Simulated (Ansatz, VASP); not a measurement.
# NiO: VASP beside Ansatz

Contents of POSCAR:

```
NiO
1.0
    0.0000000000      2.0913095100      2.0913095100
    4.1826190200      2.0913095100      2.0913095100
    4.1826190200      4.1826190200      0.0000000000
Ni O
2 2
Direct
    0.0000000000      0.0000000000      0.0000000000
    0.0000000000      0.0000000000      0.5000000000
    0.5000000000      0.5000000000      0.0000000000
    0.5000000000      0.5000000000      0.5000000000
```

The input INCAR.step1:

```
ALGO = Normal
EDIFF = 1E-4
ENCUT = 520
GGA = PE
ISMEAR = 0
ISPIN = 2
LASPH = True
LCHARG = False
LDAU = True
LDAUJ = 0 0
LDAUL = 2 -1
LDAUTYPE = 2
LDAUU = 1 0
LMAXMIX = 4
LREAL = False
LWAVE = True
MAGMOM = 2 -2 0 0
NBANDS = 28
NELM = 150
PREC = Accurate
SIGMA = 0.05
```

File INCAR.step2:

```
ALGO = Normal
EDIFF = 1E-6
ENCUT = 520
ISIF = 2
ISMEAR = 0
ISPIN = 2
ISTART = 1
LASPH = True
LCHARG = False
LDAU = True
LDAUJ = 0 0
LDAUL = 2 -1
LDAUPRINT = 1
LDAUTYPE = 2
LDAUU = 1 0
LMAXMIX = 4
LMIXTAU = True
LORBIT = 11
LREAL = False
LWAVE = False
MAGMOM = 2 -2 0 0
METAGGA = R2SCAN
NBANDS = 28
NELM = 150
PREC = Accurate
SIGMA = 0.05
```

The input KPOINTS:

```
k-points
0
Gamma
  8 8 8
```

Input for Ansatz:

```yaml
crystal:
  lattice:
    - [0.0, 2.09130951, 2.09130951]
    - [4.18261902, 2.09130951, 2.09130951]
    - [4.18261902, 4.18261902, 0.0]
  atoms:
    - { symbol: Ni, position: [0.0, 0.0, 0.0], spin: 2.0 }
    - { symbol: O, position: [0.5, 0.5, 0.0] }
    - { symbol: Ni, position: [0.0, 0.0, 0.5], spin: -2.0 }
    - { symbol: O, position: [0.5, 0.5, 0.5] }
basis:
  ecutwfc: 500
  ecutrho_ratio: 4
kpoints:
  mp_grid: { grid: [8, 8, 8] }
hamiltonian:
  xc: r2scan
  hubbard:
    sites: [{ site: 0, l: d, u_eff: 1.0 }, { site: 2, l: d, u_eff: 1.0 }]
scf:
  occupations: { method: gaussian, width: 0.05 }
output:
  forces: true
  stress: true
  eigenvalues: true
  populations: true
  hubbard: { sites: [{ site: 0, l: d }, { site: 2, l: d }] }
  write_density: true
  write_potential: true
  elf: true
  volumetric_format: npy
magnetization:
  spin_polarized: true
```

Alike in both runs: task single point; functional r2SCAN; k mesh 8 × 8 × 8; occupations gaussian, width 0.05 eV; collinear spin; Hubbard terms Ni d U = 1.0 eV.

|  | VASP | Ansatz |
| --- | --- | --- |
| version | VASP 6.6.1 | Ansatz 0.2.0 |
| potentials or method | VASP PAW PBE potentials, release 64 (Ni, O), cutoff 520 eV | scalar-relativistic, plane waves, PAW |
| valence electrons in the cell | 32 | 48 |

|  | VASP | Ansatz | Ansatz less VASP |
| --- | --- | --- | --- |
| gap on the k mesh at the Fermi level (eV) | 1.33 | 1.38 | +0.050 |
| least direct gap on the mesh (eV) | 2.13 | 2.17 | +0.040 |
| pressure (GPa) | 0.7 | 2.0 | +1.29 |
| net moment per atom (μB) | 0.00 | 0.00 | 0.000 |
| size of the moment on the site where the two differ most (μB) | 1.75 | 1.70 | -0.049 |

VASP's potentials were made for PBE, not for r2SCAN. Site moments also hang on the region over which each program counts them. The programs project onto different local orbitals, so the same U acts differently, and such runs can settle in different states. VASP's potentials hold 32 valence electrons a cell and Ansatz's 48, so a difference there can come from the potentials and not from the codes. Ansatz's warnings: stability check not made.
